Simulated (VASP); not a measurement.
# Hf3S2 (R-3m) in VASP: single point with PBE

Aim: the single point of Hf3S2 with PBE.

All numbers are computed with VASP 6.6.1; they aren't measurements. Logs are shortened: lines on timing, memory, paths and dates and some standing lists are left out, and cuts for length are marked.

**1. The cell of the first run**

It takes space group R-3m (No. 166, trigonal). The conventional cell has a = 3.545 Å, b = 3.545 Å, c = 25.682 Å, α = 90.00°, β = 90.00°, γ = 120.00°. Hf (site symmetry -3m) has 6 S at 2.57 Å within 3.4 Å. Within 3.4 Å of Hf (site symmetry 3m) lie 3 S at 2.56 Å and 3 Hf at 3.14 Å. Within 3.4 Å of S (site symmetry 3m) lie 6 Hf at 2.56 to 2.57 Å.

**2. Single point, PBE**

File INCAR:

```
PREC = Accurate ; ENCUT = 520
EDIFF = 1E-6 ; ISMEAR = 0
SIGMA = 0.1 ; LREAL = F
LASPH = T ; NELM = 100
ALGO = Normal ; ISIF = 2
LWAVE = F ; LCHARG = T
GGA = PE ; LELF = T
LVHAR = T ; NBANDS = 29
```

File KPOINTS:

```
Automatic mesh
0
Gamma
  6 6 6
```

File POSCAR:

```
Hf3S2
1.0
    1.7726045945      1.0234137398      8.5608318534
   -1.7726045945      1.0234137398      8.5608318534
    0.0000000000     -2.0468274796      8.5608318534
Hf S
3 2
Direct
    0.0000000000      0.0000000000      0.0000000000
    0.2130702752      0.2130702752      0.2130702752
    0.7869297248      0.7869297248      0.7869297248
    0.3939972739      0.3939972739      0.3939972739
    0.6060027261      0.6060027261      0.6060027261
```

Potentials or basis: VASP PAW PBE potentials, release 64 (Hf_pv, S).

On the command line:

```
$ cat potpaw_PBE.64/Hf_pv/POTCAR potpaw_PBE.64/S/POTCAR > POTCAR
$ mpirun -np 1 vasp_std > vasp.out
```

OUTCAR:

```text
PREC = Accurate
   ENCUT = 520
   EDIFF = 1E-6
   ISMEAR = 0
   LREAL = F
   LASPH = T
   NELM = 100
   ISIF = 2
   GGA = PE

 ion  position               nearest neighbor table
   1  0.000  0.000  0.000-   5 2.57   4 2.57   5 2.57   5 2.57   4 2.57   4 2.57   2 3.71   3 3.71
                             2 3.71   3 3.71   2 3.71   3 3.71
   2  0.213  0.213  0.213-   5 2.56   5 2.56   5 2.56   3 3.14   3 3.14   3 3.14   1 3.71   1 3.71
                             1 3.71
   3  0.787  0.787  0.787-   4 2.56   4 2.56   4 2.56   2 3.14   2 3.14   2 3.14   1 3.71   1 3.71
                             1 3.71
   4  0.394  0.394  0.394-   3 2.56   3 2.56   3 2.56   1 2.57   1 2.57   1 2.57
   5  0.606  0.606  0.606-   2 2.56   2 2.56   2 2.56   1 2.57   1 2.57   1 2.57

  LATTYP: Found a trigonal (rhomboedric) cell.
 ALAT       =     8.8021216052
 COS(alpha) =     0.9188891396

  Lattice vectors:

 A1 = (   1.7726045945,   1.0234137398,   8.5608318534)
 A2 = (  -1.7726045945,   1.0234137398,   8.5608318534)
 A3 = (   0.0000000000,  -2.0468274796,   8.5608318534)

Analysis of symmetry for initial positions (statically):
=====================================================================
 Subroutine PRICEL returns:
 Original cell was already a primitive cell.

 Routine SETGRP: Setting up the symmetry group for a
 trigonal (rhombohedral) supercell.

 Subroutine GETGRP returns: Found 12 space group operations
 (whereof 12 operations were pure point group operations)
 out of a pool of 12 trial point group operations.

The static configuration has the point symmetry D_3d.

Analysis of symmetry for dynamics (positions and initial velocities):
=====================================================================
 Subroutine PRICEL returns:
 Original cell was already a primitive cell.

 Routine SETGRP: Setting up the symmetry group for a
 trigonal (rhombohedral) supercell.

 Subroutine GETGRP returns: Found 12 space group operations
 (whereof 12 operations were pure point group operations)
 out of a pool of 12 trial point group operations.

The dynamic configuration has the point symmetry D_3d.

 Subroutine INISYM returns: Found 12 space group operations
 (whereof 12 operations are pure point group operations),
 and found     1 'primitive' translations

----------------------------------------------------------------------------------------

                                     Primitive cell

  volume of cell :      93.1816

  direct lattice vectors                    reciprocal lattice vectors
     1.772604594  1.023413740  8.560831853     0.282070802  0.162853654  0.038937026
    -1.772604594  1.023413740  8.560831853    -0.282070802  0.162853654  0.038937026
     0.000000000 -2.046827480  8.560831853     0.000000000 -0.325707307  0.038937026

  length of vectors
     8.802121605  8.802121605  8.802121605     0.328026435  0.328026435  0.328026435

  position of ions in fractional coordinates (direct lattice)
     0.000000000  0.000000000  0.000000000
     0.213070275  0.213070275  0.213070275
     0.786929725  0.786929725  0.786929725
     0.393997274  0.393997274  0.393997274
     0.606002726  0.606002726  0.606002726

  ion indices of the primitive-cell ions
   primitive index   ion index
                 1           1
                 2           2
                 3           3
                 4           4
                 5           5

----------------------------------------------------------------------------------------

 KPOINTS: Automatic mesh

Automatic generation of k-mesh.
 Grid dimensions read from file:
 generate k-points for:    6    6    6

 Generating k-lattice:

  Cartesian coordinates                     Fractional coordinates (reciprocal lattice)
     0.047011800  0.027142276  0.006489504     0.166666667  0.000000000  0.000000000
    -0.047011800  0.027142276  0.006489504     0.000000000  0.166666667  0.000000000
     0.000000000 -0.054284551  0.006489504     0.000000000  0.000000000  0.166666667

  Length of vectors
     0.054671072  0.054671072  0.054671072

  Shift w.r.t. Gamma in fractional coordinates (k-lattice)
     0.000000000  0.000000000  0.000000000

 Subroutine IBZKPT returns following result:
 ===========================================

 Found     32 irreducible k-points:

 Following reciprocal coordinates:
            Coordinates               Weight
  0.000000  0.000000  0.000000      1.000000
  0.166667  0.000000  0.000000      6.000000
  0.333333 -0.000000  0.000000      6.000000
  0.500000 -0.000000  0.000000      3.000000
  0.166667  0.166667  0.000000      6.000000
  0.333333  0.166667 -0.000000     12.000000
[... 16 lines left out ...]
  0.500000  0.500000  0.166667      6.000000
 -0.333333  0.500000  0.166667     12.000000
 [... further k-points ...]
   k-points           NKPTS =     32   k-points in BZ     NKDIM =     32   number of bands    NBANDS=     29
   number of dos      NEDOS =    301   number of ions     NIONS =      5
   total plane-waves  NPLWV = 343000
   dimension x,y,z NGX =    70 NGY =   70 NGZ =   70
   dimension x,y,z NGXF=   140 NGYF=  140 NGZF=  140
   ions per type =               3   2
   NGX,Y,Z   is equivalent  to a cutoff of  13.22, 13.22, 13.22 a.u.
   NGXF,Y,Z  is equivalent  to a cutoff of  26.44, 26.44, 26.44 a.u.
 SYSTEM =  unknown system
   PREC   = accura    normal or accurate (medium, high low for compatibility)
   ISTART =      0    job   : 0-new  1-cont  2-samecut
   ICHARG =      2    charge: 1-file 2-atom 10-const
   ISPIN  =      1    spin polarized calculation?
   LNONCOLLINEAR =      F non collinear calculations
   LSORBIT =      F    spin-orbit coupling
   LASPH  =      T    aspherical Exc in radial PAW
   ENCUT  =  520.0 eV  38.22 Ry    6.18 a.u.  16.37 16.37 16.37*2*pi/ulx,y,z
   NELM   =    100;   NELMIN=  2; NELMDL= -5     # of ELM steps
   EDIFF  = 0.1E-05   stopping-criterion for ELM
   LREAL  =      F    real-space projection
   EDIFFG = 0.1E-04   stopping-criterion for IOM
   NSW    =      0    number of steps for IOM
   IBRION =     -1    ionic relax: 0-MD 1-quasi-New 2-CG
   NFREE  =      0    steps in history (QN), initial steepest desc. (CG)
   ISIF   =      2    stress and relaxation
   ISYM   =      2    0-nonsym 1-usesym 2-fastsym
   POTIM  = 0.5000    time-step for ionic-motion
   TEBEG  =    0.0;   TEEND  =   0.0 temperature during run
   PSTRESS=    0.0 pullay stress
   NELECT =      42.0000    total number of electrons
   NUPDOWN=      -1.0000    fix difference up-down
   EMIN   =  10.00;   EMAX   =-10.00  energy-range for DOS
   EFERMI =   0.00;   METHOD = LEGACY
   ISMEAR =     0;   SIGMA  =   0.10  broadening in eV -4-tet -1-fermi 0-gaus
   EFERMI_NEDOS =   21; number of points for ismear=-14 and -15
   IALGO  =     38    algorithm
   IMIX   =      4    mixing-type and parameters
     AMIX     =   0.40;   BMIX     =  1.00
     AMIX_MAG =   1.60;   BMIX_MAG =  1.00
  volume/ion in A,a.u.               =      18.64       125.76
  Fermi-wavevector in a.u.,A,eV,Ry     =   1.255204  2.371993 21.436500  1.575538
  Thomas-Fermi vector in A             =   2.388972
   LORBIT       =      0    0 simple, 1 ext, 2 COOP (PROOUT), +10 PAW based schemes
   GGA     = PE    functional components
   LHFCALC =     F    Hartree Fock is set to
   AEXX    =    0.0000 exact exchange contribution
   IVDW    =     0    specifies the selected vdW correction
   LEPSILON=     F    determine dielectric tensor
   LRPA    =     F    only Hartree local field effects (RPA)
 non-spin polarized calculation
 Gauss-broadening in eV      SIGMA  =   0.10
  energy-cutoff  :      520.00
  volume of cell :       93.18
 maximum number of plane-waves:      2546
 NGX is ok and might be reduce to    70
   NGX = 33   NGY = 33   NGZ = 33

 number of electron      41.9999999 magnetization

 Free energy of the ion-electron system (eV)
  ---------------------------------------------------
  ext. energy  EPLUGINS =         0.00000000
  ---------------------------------------------------
  free energy    TOTEN  =       -43.02916646 eV

  energy without entropy =      -43.01016742  energy(sigma->0) =      -43.01966694

 E-fermi :   7.2889     XC(G=0): -11.3930

 val. band max:        7.2810578796   @ k =   0.1667   0.0000   0.0000
 cond. band min:       7.2934180088   @ k =   0.5000   0.3333   0.3333
 fundamental gap:      0.0123601292
 Fermi energy:         7.2888548941

 k-point     1 :       0.0000    0.0000    0.0000
  band No.  band energies     occupation
      1     -24.7940      2.00000
      2     -24.6194      2.00000
      3     -24.6194      2.00000
      4     -24.1130      2.00000
      5     -23.8427      2.00000
      6     -23.8427      2.00000
[... 21 lines left out ...]
     28       9.5655      0.00000
     29       9.9122      0.00000

 k-point     2 :       0.1667    0.0000    0.0000
  band No.  band energies     occupation
      1     -24.7793      2.00000
      2     -24.6853      2.00000
      3     -24.6339      2.00000
      4     -24.0897      2.00000
      5     -23.9271      2.00000
      6     -23.8619      2.00000
[... 21 lines left out ...]
     28       9.4327      0.00000
     29       9.7665      0.00000

 k-point     3 :       0.3333   -0.0000    0.0000
  band No.  band energies     occupation
      1     -24.8135      2.00000
      2     -24.7485      2.00000
      3     -24.6629      2.00000
      4     -24.0724      2.00000
      5     -24.0486      2.00000
      6     -23.8982      2.00000
[... 21 lines left out ...]
     28      10.1773      0.00000
     29      10.5417      0.00000

 k-point     4 :       0.5000   -0.0000    0.0000
  band No.  band energies     occupation
      1     -24.8754      2.00000
      2     -24.7332      2.00000
      3     -24.6772      2.00000
      4     -24.1041      2.00000
      5     -24.0942      2.00000
      6     -23.9156      2.00000
[... 597 lines left out ...]
     28      10.2706      0.00000
     29      10.9008      0.00000

 k-point    23 :       0.5000    0.5000    0.1667
  band No.  band energies     occupation
      1     -24.8136      2.00000
      2     -24.7480      2.00000
      3     -24.6629      2.00000
      4     -24.0713      2.00000
      5     -24.0532      2.00000
      6     -23.8978      2.00000
[... 21 lines left out ...]
     28      10.5177      0.00000
     29      10.5934      0.00000

 k-point    24 :      -0.3333    0.5000    0.1667
  band No.  band energies     occupation
      1     -24.8427      2.00000
      2     -24.7328      2.00000
      3     -24.7112      2.00000
      4     -24.0804      2.00000
      5     -24.0663      2.00000
      6     -23.9664      2.00000
[... 21 lines left out ...]
     28      10.4600      0.00000
     29      10.9824      0.00000

 [... further k-points ...]

------------------------ aborting loop because EDIFF is reached ----------------------------------------

  FORCE on cell =-STRESS in cart. coord.  units (eV):
  Direction    XX          YY          ZZ          XY          YZ          ZX
  --------------------------------------------------------------------------------------
  -------------------------------------------------------------------------------------
  Total       -0.2955730     -0.2955730     -0.1482033      0.0000000      0.0000000      0.0000000
  in kB       -5.0821220     -5.0821220     -2.5482275      0.0000000      0.0000000      0.0000000
  external PRESSURE =      -4.2374905 kB  Pullay stress =       0.0000000 kB

 VOLUME and BASIS-vectors are now :
 -----------------------------------------------------------------------------
  energy-cutoff  :      520.00
  volume of cell :       93.18
      direct lattice vectors                 reciprocal lattice vectors
     1.772604594  1.023413740  8.560831853     0.282070802  0.162853654  0.038937026
    -1.772604594  1.023413740  8.560831853    -0.282070802  0.162853654  0.038937026
     0.000000000 -2.046827480  8.560831853     0.000000000 -0.325707307  0.038937026

 POSITION                                       TOTAL-FORCE (eV/Angst)
 -----------------------------------------------------------------------------------
      0.00000      0.00000      0.00000         0.000000     -0.000000      0.000000
      0.00000      0.00000      5.47218         0.000000     -0.000000      0.010654
      0.00000      0.00000     20.21032         0.000000      0.000000     -0.010654
      0.00000      0.00000     10.11883         0.000000      0.000000      0.010548
      0.00000      0.00000     15.56366         0.000000     -0.000000     -0.010548
 -----------------------------------------------------------------------------------
    total drift:                                0.000000     -0.000000      0.000000

  FREE ENERGIE OF THE ION-ELECTRON SYSTEM (eV)
  ---------------------------------------------------
  free  energy   TOTEN  =       -43.0291664627 eV

  energy  without entropy=      -43.0101674152  energy(sigma->0) =      -43.01966694
```

Run time: 16 min. Hardware: 1 thread of AMD EPYC 7R13, shared host; peak memory 0.65 GiB.

Results:

```yaml
Free_energy: -43.0292 eV
Pressure: -0.4 GPa
Largest_force: 0.011 eV/Å
Band_gap_on_the_k_mesh: zero (bands 21 and 22 overlap by 0.84 eV)
```

Forces in eV/Å, atoms in the order of the input:
```
Hf   0.000  0.000  0.000
Hf   0.000  0.000  0.011
Hf   0.000  0.000 -0.011
S    0.000  0.000  0.011
S    0.000  0.000 -0.011
```

Levels at points of the mesh, in eV from the Fermi level:
```tsv
k point	band 18	band 19	band 20	band 21	band 22	band 23	band 24	band 25
(0.00, 0.00, 0.00)	-3.38	-0.80	-0.62	-0.52	-0.52	-0.24	-0.24	0.49
(0.50, 0.00, 0.00)	-3.02	-1.64	-1.33	-1.18	0.66	1.88	2.65	2.66
(0.50, 0.50, 0.00)	-3.38	-1.46	-1.06	-0.22	0.27	1.48	1.73	2.52
(0.50, 0.50, 0.50)	-2.09	-1.97	-0.75	-0.75	0.43	0.43	0.48	0.49
```

Caveat: spin-orbit coupling is left out, which moves the levels of the heavy elements.
